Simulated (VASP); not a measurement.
YAu:

```
Y Au
1.0
     3.55900    0.00000    0.00000
     0.00000    3.55900    0.00000
     0.00000    0.00000    3.55900
Y Au
1 1
Direct
  0.50000 0.50000 0.50000
  0.00000 0.00000 0.00000
```

```yaml
Program: VASP 6.6.1
Task: relaxation of cell and atoms
Functional: LDA
Potentials_or_basis: VASP PAW LDA potentials, release 64 (Y_sv, Au)
Cutoff: 600 eV
k_mesh: 12 × 12 × 12
Occupations: gaussian, width 0.1 eV
Spin: no spin polarisation
```

At the start: pressure -3.6 GPa; volume 22.54 Å³/atom.

**Question.** Where does the relaxation end?

**Answer.** Over 3 steps the energy falls by 9.3 meV/atom and the volume is 21.73 Å³/atom (-3.6 %); space group Pm-3m (No. 221, to 0.1 Å) before and after.

Step by step:
| step | energy change (eV) | largest force (eV/Å) | pressure (GPa) | volume (Å³) |
| --- | --- | --- | --- | --- |
| 1 | 0.0000 | 0.0000 | -3.55 | 45.08 |
| 2 | 0.0010 | 0.0000 | 4.15 | 41.90 |
| 3 | -0.0186 | 0.0000 | -0.03 | 43.47 |

Final structure:
```xyz
2
Lattice="3.5160 0.0000 0.0000 0.0000 3.5160 0.0000 0.0000 0.0000 3.5160" Properties=species:S:1:pos:R:3 pbc="T T T"
Y     1.7580    1.7580    1.7580
Au    0.0000    0.0000    0.0000
```
